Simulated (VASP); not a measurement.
A run of VASP 6.6.1 is set up as follows.

File POSCAR:

```
BaTiO3
1.0
    4.0748534900      4.0636991600      0.0000000000
    0.0222680700      4.0748027500      4.0636890100
    4.0748534900      0.0111035900      4.0636890100
Ba Ti O
2 2 6
Direct
    0.0000000000      0.0000000000      0.0000000000
    0.5000000000      0.5000000000      0.5000000000
    0.2426500000      0.2426500000      0.2426500000
    0.7426500000      0.7426500000      0.7426500000
    0.4995500000      0.0092500000      0.0092500000
    0.9995500000      0.5092500000      0.5092500000
    0.0092500000      0.4995500000      0.0092500000
    0.5092500000      0.9995500000      0.5092500000
    0.0092500000      0.0092500000      0.4995500000
    0.5092500000      0.5092500000      0.9995500000
```

The input INCAR.step1:

```
SYSTEM = BaTiO3
PREC     = Accurate       ! precision mode
ENCUT    = 520            ! plane-wave cutoff, eV
ISMEAR   = 1              ! smearing method
SIGMA    = 0.0262         ! smearing width, eV
LREAL    = .FALSE.        ! projectors in reciprocal space
LASPH    = .TRUE.         ! aspherical terms in the spheres
NELM     = 150            ! most SCF steps
LMAXMIX  = 4              ! l up to which the mixer works
LDAU     = .TRUE.         ! DFT+U
LDAUTYPE = 2            
LDAUL    = -1 2 -1        ! shell
LDAUU    = 0 2.99 0       ! U, eV
LDAUJ    = 0 0 0        
NBANDS   = 51             ! bands
GGA      = PE             ! functional
ALGO     = Normal         ! electronic algorithm
EDIFF    = 1E-4           ! SCF threshold, eV
LWAVE    = .TRUE.         ! write WAVECAR
LCHARG   = .FALSE.        ! write CHGCAR
```

INCAR.step2

```
SYSTEM = BaTiO3
PREC     = Accurate       ! precision mode
ENCUT    = 520            ! plane-wave cutoff, eV
EDIFF    = 1E-7           ! SCF threshold, eV
ISMEAR   = 1              ! smearing method
SIGMA    = 0.0262         ! smearing width, eV
LREAL    = .FALSE.        ! projectors in reciprocal space
LASPH    = .TRUE.         ! aspherical terms in the spheres
NELM     = 150            ! most SCF steps
ALGO     = Normal         ! electronic algorithm
ISIF     = 2              ! what is computed and relaxed
LWAVE    = .FALSE.        ! write WAVECAR
LCHARG   = .FALSE.        ! write CHGCAR
LMAXMIX  = 4              ! l up to which the mixer works
LDAU     = .TRUE.         ! DFT+U
LDAUTYPE = 2            
LDAUL    = -1 2 -1        ! shell
LDAUU    = 0 2.99 0       ! U, eV
LDAUJ    = 0 0 0        
LDAUPRINT= 1            
METAGGA  = R2SCAN         ! meta-GGA
LMIXTAU  = .TRUE.       
NBANDS   = 51             ! bands
ISTART   = 1
```

File KPOINTS:

```
Automatic mesh
0
G
  6 6 6
  0 0 0
```

Potentials or basis: VASP PAW PBE potentials, release 64 (Ba_sv, Ti_sv, O).

The run is started by

```bash
$ cat potpaw_PBE.64/Ba_sv/POTCAR potpaw_PBE.64/Ti_sv/POTCAR potpaw_PBE.64/O/POTCAR > POTCAR
$ cp INCAR.step1 INCAR
$ mpirun -np 1 vasp_std > vasp.out
$ cp INCAR.step2 INCAR
$ mpirun -np 1 vasp_std > vasp.out
```

Problem. Estimate the band gap on the k mesh.

Solution. 2.98 eV.

Problem. What does it give for the pressure?

Solution. -1.3 GPa.

Problem. What does it give for the largest force?

Solution. 0.541 eV/Å.

Forces in eV/Å, atoms in the order of the input:
```
Ba  -0.069 -0.069 -0.069
Ba  -0.069 -0.069 -0.069
Ti   0.313  0.313  0.312
Ti   0.313  0.313  0.312
O    0.005  0.005 -0.254
O    0.005  0.005 -0.254
O   -0.254  0.006  0.005
O   -0.254  0.006  0.005
O    0.005 -0.254  0.005
O    0.005 -0.254  0.005
```

Caveat: the PAW data sets were made with another functional, which shifts forces and pressure a little; spin-orbit coupling is left out, which moves the levels of the heavy elements. A k mesh can miss the band edges.
